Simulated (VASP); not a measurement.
Here is a VASP 6.6.1 calculation.

Contents of INCAR:

```
ALGO = Normal
EDIFF = 1E-7
ENCUT = 520
GGA = PE
ISIF = 2
ISMEAR = -1
LASPH = True
LCHARG = True
LELF = True
LREAL = False
LVHAR = True
LWAVE = False
NBANDS = 11
NELM = 100
PREC = Accurate
SIGMA = 0.08
```

Contents of KPOINTS:

```
k-points
0
Gamma
  19 19 19
```

POSCAR

```
Pt
1.0
    0.0000000000      1.6901127255      1.6901127255
    1.6901127255      0.0000000000      1.6901127255
    1.6901127255      1.6901127255      0.0000000000
Pt
1
Direct
    0.0000000000      0.0000000000      0.0000000000
```

Potentials or basis: VASP PAW PBE potentials, release 64 (Pt).

Command:

```console
$ cat potpaw_PBE.64/Pt/POTCAR > POTCAR
$ mpirun -np 1 vasp_std > vasp.out
```

Predict the band gap on the k mesh.

zero (bands 5 and 6 overlap by 4.80 eV).

Estimate the pressure.

424.5 GPa.

Caveat: the cell stands under pressure; spin-orbit coupling is left out, which moves the levels of the heavy elements.
